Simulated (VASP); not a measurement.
## TiO2: single point with revPBE+D4

TiO2:

```xyz
12
Lattice="6.2743 -1.9204 0.0000 6.2743 1.9204 0.0000 -1.9661 0.0000 6.4531" Properties=species:S:1:pos:R:3 pbc="T T T"
Ti   10.7252    0.0000    1.8688
Ti    1.8926    0.0000    1.8311
Ti   -0.1428    0.0000    4.5843
Ti    8.6898    0.0000    4.6220
O     3.9648    0.0000    1.8933
O     2.0235    0.0000    4.2106
O     8.9251    0.0000    6.4227
O     8.5589    0.0000    2.2425
O    10.5776    0.0000    4.0656
O     1.6573    0.0000    0.0304
O     6.6175    0.0000    4.5598
O     0.0048    0.0000    2.3875
```

```json
{
  "Program": "VASP 6.6.1",
  "Task": "single point",
  "Functional": "revPBE",
  "Dispersion": "D4",
  "Potentials or basis": "VASP PAW PBE potentials, release 64 (Ti_sv, O)",
  "Cutoff": "520 eV",
  "k mesh": "8 × 8 × 4",
  "Occupations": "fermi-dirac, width 0.05 eV",
  "Spin": "no spin polarisation",
  "Dipole correction": "no",
  "Further INCAR settings": "ALGO = Normal; EDIFF = 1e-07; NBANDS = 60"
}
```

| Quantity | Value |
| --- | --- |
| Pressure | -13.2 GPa |
| Largest force | 0.586 eV/Å |
| Band gap on the k mesh | 2.55 eV (least direct gap 2.70 eV) |
| Dispersion energy per atom | -0.326 eV |

Forces in eV/Å, atoms in the order of the input:
```
Ti   0.230  0.000 -0.245
Ti  -0.108  0.000 -0.575
Ti  -0.230  0.000  0.245
Ti   0.108  0.000  0.575
O   -0.228  0.000  0.016
O   -0.105  0.000  0.108
O   -0.287  0.000 -0.272
O    0.105  0.000 -0.108
O    0.158  0.000  0.038
O    0.287  0.000  0.272
O    0.228  0.000 -0.016
O   -0.158  0.000 -0.038
```

Stress tensor (GPa, compression positive):
```
-13.06   0.00  -0.29
  0.00 -13.08   0.00
 -0.29   0.00 -13.57
```

Levels at points of the mesh, in eV from the valence-band top:
| k point | band 45 | band 46 | band 47 | band 48 | band 49 | band 50 | band 51 | band 52 |
| --- | --- | --- | --- | --- | --- | --- | --- | --- |
| (0.00, 0.00, 0.00) | -0.73 | -0.71 | -0.36 | -0.15 | 2.55 | 2.85 | 3.04 | 3.08 |
| (0.50, 0.00, 0.00) | -0.81 | -0.47 | -0.20 | -0.12 | 2.88 | 2.93 | 3.30 | 3.35 |
| (0.50, 0.50, 0.00) | -0.83 | -0.63 | -0.37 | -0.11 | 2.67 | 2.71 | 3.17 | 3.23 |
| (0.00, 0.00, 0.50) | -0.69 | -0.65 | -0.55 | -0.41 | 2.65 | 2.89 | 3.04 | 3.12 |
| (0.50, 0.00, 0.50) | -0.66 | -0.51 | -0.08 | -0.01 | 2.92 | 2.96 | 3.17 | 3.36 |
| (0.50, 0.50, 0.50) | -0.79 | -0.44 | -0.20 | -0.19 | 2.78 | 2.87 | 3.01 | 3.14 |

Wall time 49 min on 1 thread of Oxide Virtual Turin-like Processor, on a shared host, peak memory 0.65 GiB.

Caveat: the cell stands under tension; the PAW data sets were made with another functional, which shifts forces and pressure a little. A k mesh can miss the band edges.
